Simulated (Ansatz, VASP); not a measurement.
BeS in VASP and in Ansatz

File INCAR:

```
SYSTEM = BeS
PREC = Accurate ; ENCUT = 600
EDIFF = 1E-6 ; ISMEAR = 0
SIGMA = 0.02 ; LREAL = .FALSE.
LASPH = .TRUE. ; NELM = 80
ALGO = Normal ; ISIF = 3
LWAVE = .FALSE. ; LCHARG = .FALSE.
GGA = PE ; IBRION = 2
NSW = 100 ; EDIFFG = -0.01
```

File KPOINTS:

```
regular mesh
0
G
  8 8 4
  0 0 0
```

The input POSCAR:

```
BeS
1.0
    3.7935524911      0.0000000000      0.0000000000
    0.0000000000      3.7935524911      0.0000000000
    0.0000000000      0.0000000000      8.1375124893
Be S
4 4
Direct
    0.1587183273      0.5000000000      0.2500000000
    0.5000000000      0.8412816727      0.5000000000
    0.5000000000      0.1587183273      0.0000000000
    0.8412816727      0.5000000000      0.7500000000
    0.0000000000      0.5668470809      0.5000000000
    0.4331529191      0.0000000000      0.2500000000
    0.5668470809      0.0000000000      0.7500000000
    0.0000000000      0.4331529191      0.0000000000
```

Input for Ansatz:

```yaml
crystal:
  lattice:
    - [3.7935524911, 0.0, 0.0]
    - [0.0, 3.7935524911, 0.0]
    - [0.0, 0.0, 8.1375124893]
  atoms:
    - { symbol: Be, position: [0.1587183273, 0.5, 0.25] }
    - { symbol: Be, position: [0.5, 0.8412816727, 0.5] }
    - { symbol: Be, position: [0.5, 0.1587183273, 0.0] }
    - { symbol: Be, position: [0.8412816727, 0.5, 0.75] }
    - { symbol: S, position: [0.0, 0.5668470809, 0.5] }
    - { symbol: S, position: [0.4331529191, 0.0, 0.25] }
    - { symbol: S, position: [0.5668470809, 0.0, 0.75] }
    - { symbol: S, position: [0.0, 0.4331529191, 0.0] }
basis:
  ecutwfc: 420
kpoints:
  mp_grid: { grid: [8, 8, 4] }
hamiltonian:
  xc: pbe
scf:
  occupations: { method: gaussian, width: 0.02 }
output:
  forces: true
  stress: true
  eigenvalues: true
relax:
  adjacent_minimum: "off"
  f_tol: 0.01
  max_steps: 80
  cell: { stress_tol: 0.05 }
```

Alike in both runs: task relaxation of cell and atoms; functional PBE; k mesh 8 × 8 × 4; occupations gaussian, width 0.02 eV; no spin polarisation.

|  | VASP | Ansatz |
| --- | --- | --- |
| version | VASP 6.6.1 | Ansatz 0.2.0 |
| potentials or method | VASP PAW PBE potentials, release 64 (Be, S), cutoff 600 eV | scalar-relativistic, plane waves, PAW |
| valence electrons in the cell | 32 | 32 |

```tsv
	VASP	Ansatz	Ansatz less VASP
gap on the k mesh at the Fermi level, each at its own relaxed structure (eV)	1.97	1.97	-0.006
relaxed volume (Å³/atom)	14.67	14.66	-0.006
relaxed cell length with the largest relative difference (Å)	3.796	3.795	-0.0014
```
